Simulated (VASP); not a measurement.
# KI (Pm-3m) in VASP: further runs, part 2 of 2

VASP 6.6.1. The steps go on from the part before.

**4. Single point, HSE06**

File POSCAR:

```
KI
1.0
    4.2910851346      0.0000000000      0.0000000000
    0.0000000000      4.2910851346      0.0000000000
    0.0000000000      0.0000000000      4.2910851346
K I
1 1
Direct
    0.0000000000      0.0000000000      0.0000000000
    0.5000000000      0.5000000000      0.5000000000
```

File INCAR.step1:

```
  ALGO = Normal
  EDIFF = 1E-5
  ENCUT = 520
  GGA = PE
  ISIF = 2
  ISMEAR = 0
  LASPH = T
  LCHARG = F
  LREAL = F
  LWAVE = T
  NBANDS = 15
  NELM = 80
  PREC = Accurate
  SIGMA = 0.01
```

File INCAR.step2:

```
  ALGO = Normal
  EDIFF = 1E-6
  ENCUT = 520
  GGA = PE
  HFSCREEN = 0.2079
  ISIF = 2
  ISMEAR = 0
  ISTART = 1
  LASPH = T
  LCHARG = F
  LHFCALC = T
  LREAL = F
  LWAVE = F
  NBANDS = 15
  NELM = 80
  PREC = Accurate
  PRECFOCK = Normal
  SIGMA = 0.01
```

File KPOINTS:

```
k-points
0
Gamma
  4 4 4
```

Potentials or basis: VASP PAW PBE potentials, release 64 (K_sv, I).

Launch:

```
$ cat potpaw_PBE.64/K_sv/POTCAR potpaw_PBE.64/I/POTCAR > POTCAR
$ cp INCAR.step1 INCAR
$ mpirun -np 1 vasp_std > vasp.out
$ cp INCAR.step2 INCAR
$ mpirun -np 1 vasp_std > vasp.out
```

OUTCAR:

```text
EDIFF = 1E-6
   ENCUT = 520
   GGA = PE
   HFSCREEN = 0.2079
   ISIF = 2
   ISMEAR = 0
   ISTART = 1
   LASPH = T
   LHFCALC = T
   LREAL = F
   NELM = 80
   PREC = Accurate
   PRECFOCK = Normal

 ion  position               nearest neighbor table
   1  0.000  0.000  0.000-
   2  0.500  0.500  0.500-

  LATTYP: Found a simple cubic cell.
 ALAT       =     4.2910851346

  Lattice vectors:

 A1 = (   4.2910851346,   0.0000000000,   0.0000000000)
 A2 = (   0.0000000000,   4.2910851346,   0.0000000000)
 A3 = (   0.0000000000,   0.0000000000,   4.2910851346)

Analysis of symmetry for initial positions (statically):
=====================================================================
 Subroutine PRICEL returns:
 Original cell was already a primitive cell.

 Routine SETGRP: Setting up the symmetry group for a
 simple cubic supercell.

 Subroutine GETGRP returns: Found 48 space group operations
 (whereof 48 operations were pure point group operations)
 out of a pool of 48 trial point group operations.

The static configuration has the point symmetry O_h .

Analysis of symmetry for dynamics (positions and initial velocities):
=====================================================================
 Subroutine PRICEL returns:
 Original cell was already a primitive cell.

 Routine SETGRP: Setting up the symmetry group for a
 simple cubic supercell.

 Subroutine GETGRP returns: Found 48 space group operations
 (whereof 48 operations were pure point group operations)
 out of a pool of 48 trial point group operations.

The dynamic configuration has the point symmetry O_h .

 Subroutine INISYM returns: Found 48 space group operations
 (whereof 48 operations are pure point group operations),
 and found     1 'primitive' translations

[... 113 lines left out ...]
   HFSCREENC=   0.2079 screening length for correlation (either q_TF or 0.3 A-1)
   ENCUTFOCK=  -1.0 apply spherical cutoff to Coloumb kernel
   IVDW    =     0    specifies the selected vdW correction
   LEPSILON=     F    determine dielectric tensor
   LRPA    =     F    only Hartree local field effects (RPA)
 non-spin polarized calculation
 Gauss-broadening in eV      SIGMA  =   0.01
  energy-cutoff  :      520.00
  volume of cell :       79.01
 maximum number of plane-waves:      2176
 NGX is ok and might be reduce to    32
  NGX = 24; NGY = 24; NGZ = 24

 number of electron      16.0000003 magnetization

 Free energy of the ion-electron system (eV)
  ---------------------------------------------------
  ext. energy  EPLUGINS =         0.00000000
  ---------------------------------------------------
  free energy    TOTEN  =        -6.25607995 eV

  energy without entropy =       -6.25607995  energy(sigma->0) =       -6.25607995

 E-fermi :   0.2770     XC(G=0):  -6.4648

 val. band max:        0.2105821018   @ k =   0.5000   0.5000   0.0000
 cond. band min:       4.5088432895   @ k =   0.0000   0.0000   0.0000
 fundamental gap:      4.2982611877
 Fermi energy:         0.2769800628

 k-point     1 :       0.0000    0.0000    0.0000
  band No.  band energies     occupation
      1     -31.5670      2.00000
      2     -13.6654      2.00000
      3     -13.6654      2.00000
      4     -13.6654      2.00000
      5     -11.8993      2.00000
      6      -0.1808      2.00000
      7      -0.1808      2.00000
      8      -0.1808      2.00000
      9       4.5088      0.00000
     10       5.9970      0.00000
     11       5.9970      0.00000
     12      10.0243      0.00000
     13      10.0243      0.00000
     14      10.0243      0.00000
[... 149 lines left out ...]
      2     -13.7282      2.00000
      3     -13.7282      2.00000
      4     -13.7282      2.00000
      5     -11.3096      2.00000
      6      -1.5676      2.00000
      7      -1.5676      2.00000
      8      -1.5676      2.00000
      9       6.8069      0.00000
     10       6.8069      0.00000
     11       6.8069      0.00000
     12      10.5352      0.00000
     13      10.5352      0.00000
     14      10.5352      0.00000
     15      10.6228      0.00000

------------------------ aborting loop because EDIFF is reached ----------------------------------------

  FORCE on cell =-STRESS in cart. coord.  units (eV):
  Direction    XX          YY          ZZ          XY          YZ          ZX
  --------------------------------------------------------------------------------------
  -------------------------------------------------------------------------------------
  Total        0.1463044      0.1463044      0.1463044     -0.0000000      0.0000000     -0.0000000
  in kB        2.9666521      2.9666521      2.9666521     -0.0000000      0.0000000     -0.0000000
  external PRESSURE =       2.9666521 kB  Pullay stress =       0.0000000 kB

 VOLUME and BASIS-vectors are now :
 -----------------------------------------------------------------------------
  energy-cutoff  :      520.00
  volume of cell :       79.01
      direct lattice vectors                 reciprocal lattice vectors
     4.291085135  0.000000000  0.000000000     0.233041286  0.000000000  0.000000000
     0.000000000  4.291085135  0.000000000     0.000000000  0.233041286  0.000000000
     0.000000000  0.000000000  4.291085135     0.000000000  0.000000000  0.233041286

 POSITION                                       TOTAL-FORCE (eV/Angst)
 -----------------------------------------------------------------------------------
      0.00000      0.00000      0.00000         0.000000      0.000000      0.000000
      2.14554      2.14554      2.14554         0.000000      0.000000      0.000000
 -----------------------------------------------------------------------------------
    total drift:                               -0.000001     -0.000001     -0.000001

  FREE ENERGIE OF THE ION-ELECTRON SYSTEM (eV)
  ---------------------------------------------------
  free  energy   TOTEN  =        -6.2560799462 eV

  energy  without entropy=       -6.2560799462  energy(sigma->0) =       -6.25607995
```

Run time: 7.8 min. Hardware: 1 thread of Oxide Virtual Turin-like, shared host; peak memory 0.26 GiB.

Results:

```yaml
Free_energy: -6.2561 eV
Pressure: 0.3 GPa
Band_gap_on_the_k_mesh: 4.30 eV (least direct gap 4.69 eV)
```

Caveat: the PAW data sets were made with another functional, which shifts forces and pressure a little; spin-orbit coupling is left out, which moves the levels of the heavy elements. A k mesh can miss the band edges.

**5. Single point, PBE-based screened hybrid with 30 % exact exchange**

POSCAR is that of step 4.

File INCAR.step1:

```
ALGO = Normal
EDIFF = 1E-5
ENCUT = 520
GGA = PE
ISIF = 2
ISMEAR = 0
LASPH = T
LCHARG = F
LREAL = F
LWAVE = T
NBANDS = 15
NELM = 80
PREC = Accurate
SIGMA = 0.01
```

File INCAR.step2:

```
AEXX = 0.3
ALGO = Normal
EDIFF = 1E-6
ENCUT = 520
GGA = PE
HFSCREEN = 0.3
ISIF = 2
ISMEAR = 0
ISTART = 1
LASPH = T
LCHARG = F
LHFCALC = T
LREAL = F
LWAVE = F
NBANDS = 15
NELM = 80
PREC = Accurate
PRECFOCK = Normal
SIGMA = 0.01
```

KPOINTS is that of step 4.

Launch:

```
$ cat potpaw_PBE.64/K_sv/POTCAR potpaw_PBE.64/I/POTCAR > POTCAR
$ cp INCAR.step1 INCAR
$ mpirun -np 1 vasp_std > vasp.out
$ cp INCAR.step2 INCAR
$ mpirun -np 1 vasp_std > vasp.out
```

It took 7.8 min on 1 thread of Oxide Virtual Turin-like, shared host; peak memory 0.26 GiB.

It converged, with:

| Quantity | Value |
| --- | --- |
| Free energy | -6.2389 eV |
| Pressure | 0.3 GPa |
| Band gap on the k mesh | 4.25 eV (least direct gap 4.64 eV) |

Levels at points of the mesh, in eV from the valence-band top:
```
           k point  band 4  band 5  band 6  band 7  band 8  band 9  band 10  band 11  band 12  band 13
(0.00, 0.00, 0.00)  -14.01  -12.22   -0.39   -0.39   -0.39    4.25     5.73     5.73     9.79     9.79
(0.50, 0.00, 0.00)  -14.00  -11.87   -2.42   -0.30   -0.30    6.43     7.35     8.00     8.16     9.76
(0.50, 0.50, 0.00)  -13.99  -11.82   -1.84   -1.84    0.00    4.82     6.75     7.97     7.97    10.15
(0.50, 0.50, 0.50)  -14.07  -11.62   -1.77   -1.77   -1.77    6.53     6.53     6.53    10.30    10.30
```

Caveat: the PAW data sets were made with another functional, which shifts forces and pressure a little; spin-orbit coupling is left out, which moves the levels of the heavy elements. A k mesh can miss the band edges.

**6. Single point, PBE-based screened hybrid with 10 % exact exchange**

POSCAR is that of step 5.

File INCAR.step1:

```
SYSTEM = KI
ALGO     = Normal         ! electronic algorithm
EDIFF    = 1E-5           ! SCF threshold, eV
ENCUT    = 520            ! plane-wave cutoff, eV
GGA      = PE             ! functional
ISIF     = 2              ! what is computed and relaxed
ISMEAR   = 0              ! smearing method
LASPH    = .TRUE.         ! aspherical terms in the spheres
LCHARG   = .FALSE.        ! write CHGCAR
LREAL    = .FALSE.        ! projectors in reciprocal space
LWAVE    = .TRUE.         ! write WAVECAR
NBANDS   = 15             ! bands
NELM     = 60             ! most SCF steps
PREC     = Accurate       ! precision mode
SIGMA    = 0.01           ! smearing width, eV
```

File INCAR.step2:

```
SYSTEM = KI
AEXX     = 0.1            ! exact-exchange fraction
ALGO     = Normal         ! electronic algorithm
EDIFF    = 1E-6           ! SCF threshold, eV
ENCUT    = 520            ! plane-wave cutoff, eV
GGA      = PE             ! functional
HFSCREEN = 0.1            ! screening, 1/A
ISIF     = 2              ! what is computed and relaxed
ISMEAR   = 0              ! smearing method
ISTART   = 1            
LASPH    = .TRUE.         ! aspherical terms in the spheres
LCHARG   = .FALSE.        ! write CHGCAR
LHFCALC  = .TRUE.         ! exact exchange
LREAL    = .FALSE.        ! projectors in reciprocal space
LWAVE    = .FALSE.        ! write WAVECAR
NBANDS   = 15             ! bands
NELM     = 60             ! most SCF steps
PREC     = Accurate       ! precision mode
PRECFOCK = Normal       
SIGMA    = 0.01           ! smearing width, eV
```

File KPOINTS:

```
k-points
0
G
  4 4 4
  0 0 0
```

Potentials or basis: VASP PAW PBE potentials, release 64 (K_sv, I).

Launch:

```
$ cat potpaw_PBE.64/K_sv/POTCAR potpaw_PBE.64/I/POTCAR > POTCAR
$ cp INCAR.step1 INCAR
$ mpirun -np 1 vasp_std > vasp.out
$ cp INCAR.step2 INCAR
$ mpirun -np 1 vasp_std > vasp.out
```

Wall time 4.3 min (1 thread of Oxide Virtual Turin-like, shared host); peak memory 0.26 GiB.

It converged, with:

```yaml
Free_energy: -5.8372 eV
Pressure: 0.4 GPa
Band_gap_on_the_k_mesh: 3.84 eV (least direct gap 4.21 eV)
```

Levels at points of the mesh, in eV from the valence-band top:
```
           k point  band 5  band 6  band 7  band 8  band 9  band 10  band 11  band 12
(0.00, 0.00, 0.00)  -11.56   -0.38   -0.38   -0.38    3.84     5.30     5.30     9.10
(0.50, 0.00, 0.00)  -11.24   -2.37   -0.29   -0.29    6.01     6.80     7.59     7.66
(0.50, 0.50, 0.00)  -11.19   -1.78   -1.78    0.00    4.43     6.27     7.42     7.42
(0.50, 0.50, 0.50)  -11.01   -1.72   -1.72   -1.72    6.15     6.15     6.15     9.58
```

Caveat: the PAW data sets were made with another functional, which shifts forces and pressure a little; spin-orbit coupling is left out, which moves the levels of the heavy elements.

**7. Overview**

| level | smearing | grid for exact exchange (PRECFOCK) | share of exact exchange | screening parameter | gap on the mesh (eV) | pressure (GPa) |
| --- | --- | --- | --- | --- | --- | --- |
| r2SCAN | fermi-dirac 0.5 eV | - | - | - | 4.04 | 0.1 |
| r2SCAN+D4 | gaussian 0.01 eV | - | - | - | 4.04 | -0.2 |
| HSE06 | gaussian 0.01 eV | Normal | 0.25 | 0.2079 1/Å | 4.30 | 0.3 |
| PBE-based screened hybrid with 30 % exact exchange | gaussian 0.01 eV | Normal | 0.3 | 0.3 1/Å | 4.25 | 0.3 |
| PBE-based screened hybrid with 10 % exact exchange | gaussian 0.01 eV | Normal | 0.1 | 0.1 1/Å | 3.84 | 0.4 |

Alike in all rows: task single point; potentials or basis VASP PAW PBE potentials, release 64 (K_sv, I); no spin polarisation; cell as given; k mesh 4 × 4 × 4; cutoff (eV) 520.

On the cell as given the gap runs from 3.84 eV (PBE-based screened hybrid with 10 % exact exchange) to 4.30 eV (HSE06). The pressure there spans -0.2 GPa (r2SCAN+D4) to 0.4 GPa (PBE-based screened hybrid with 10 % exact exchange); a positive pressure means that this level wants a larger cell, a negative one a smaller.

Caveats: the PAW data sets were made with another functional, which shifts forces and pressure a little; spin-orbit coupling is left out, which moves the levels of the heavy elements; so wide a smearing shifts energies and pressures (at least some runs).

Absolute energies hang on the potentials; compare differences alone.
